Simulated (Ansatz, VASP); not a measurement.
**Two plane-wave programs on GaN**

INCAR

```
  PREC = Accurate
  ENCUT = 520
  EDIFF = 1E-8
  ISMEAR = -1
  SIGMA = 0.02
  LREAL = False
  LASPH = True
  NELM = 100
  ALGO = Normal
  ISIF = 2
  LWAVE = False
  LCHARG = False
  GGA = PS
  LEFG = True
  NBANDS = 16
```

Contents of KPOINTS:

```
Automatic mesh
0
Gamma
  13 13 13
```

The input POSCAR:

```
GaN
1.0
    0.0000000000      1.9991196500      1.9991196500
    1.9991196500      0.0000000000      1.9991196500
    1.9991196500      1.9991196500      0.0000000000
Ga N
1 1
Direct
    0.5000000000      0.5000000000      0.5000000000
    0.0000000000      0.0000000000      0.0000000000
```

Input for Ansatz:

```yaml
crystal:
  lattice:
    - [0.0, 1.99911965, 1.99911965]
    - [1.99911965, 0.0, 1.99911965]
    - [1.99911965, 1.99911965, 0.0]
  atoms:
    - { symbol: Ga, position: [0.5, 0.5, 0.5] }
    - { symbol: "N", position: [0.0, 0.0, 0.0] }
kpoints:
  mp_grid: { grid: [13, 13, 13] }
scf:
  occupations: { method: fermi_dirac, width: 0.02 }
hamiltonian:
  xc: pbesol
  pseudopotentials: { kind: paw }
output:
  forces: true
  stress: true
  eigenvalues: true
  efg: { contact_densities: true }
  write_density: true
  write_potential: true
  elf: true
  volumetric_format: npy
```

Change from the starting cell: volume scaled by 1.01, PAW files.

Alike in both runs: task electric field gradients; functional PBEsol; k mesh 13 × 13 × 13; occupations fermi-dirac, width 0.02 eV; no spin polarisation.

|  | VASP | Ansatz |
| --- | --- | --- |
| version | VASP 6.6.1 | Ansatz 0.2.0 |
| potentials or method | VASP PAW PBE potentials, release 64 (Ga_d, N) | PAW with Ansatz's default frozen-core files, scalar-relativistic |
| plane-wave cutoff (eV) | 520 | 420 |
| valence electrons in the cell | 18 | 18 |

|  | VASP | Ansatz | Ansatz less VASP |
| --- | --- | --- | --- |
| gap on the k mesh at the Fermi level (eV) | 1.74 | 1.76 | +0.010 |
| pressure (GPa) | 54.8 | 54.1 | -0.77 |

VASP's potentials were made for PBE, not for PBEsol. Both programs put the cell under a high pressure, so it lies far from rest at this level. With one functional, cell and mesh, what is left measures potentials, basis and numerics.
